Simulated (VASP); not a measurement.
Runs of VASP 6.6.1 on Be4Se. The structure is that of space group Cmmm (No. 65), or close to it. The cells are those of the table. 

```csv
task,cell,k mesh,cutoff (eV),gap on the mesh (eV),pressure (GPa),relaxed volume (Å³/atom),largest force (eV/Å)
single point,"a = 4.375, b = 4.375, c = 2.710 Å, angles 90.0, 90.0, 92.8°, 5 atoms",4 × 4 × 6,520,none,74.3,-,10.01
single point,"a = 4.323, b = 4.323, c = 3.431 Å, angles 90.0, 90.0, 78.9°, 5 atoms",4 × 4 × 6,520,none,0.3,-,0.03
relaxation of cell and atoms,"relaxed from a = 4.375, b = 4.375, c = 2.710 Å, angles 90.0, 90.0, 92.8°, 5 atoms",4 × 4 × 6,600,none,-0.1,(a),0.03
single point,"a = 4.296, b = 4.296, c = 3.458 Å, angles 90.0, 90.0, 102.9°, 5 atoms",10 × 10 × 12,520,none,(b),-,0.02
relaxation of cell and atoms,"relaxed from a = 4.323, b = 4.323, c = 3.431 Å, angles 90.0, 90.0, 101.1°, 5 atoms",10 × 10 × 12,600,none,0.0,12.45,0.01
```

Alike in all rows: level PBE; potentials or basis VASP PAW PBE potentials, release 64 (Be, Se); no spin polarisation; smearing gaussian 0.1 eV.

Problem. Fill in the values left out.

Solution. (a) 12.63; (b) 0.1.

Caveats: some runs use coarse meshes; forces of over 1 eV/Å act on the atoms, so gaps and moduli don't describe the material at rest (some runs); the volume moved by over 15 % at a fixed basis, so the end points are rough (some runs).

A k mesh can miss the band edges, and the runs leave out spin-orbit coupling on Se.

A gap of «none» marks levels without a gap at the run's occupations.
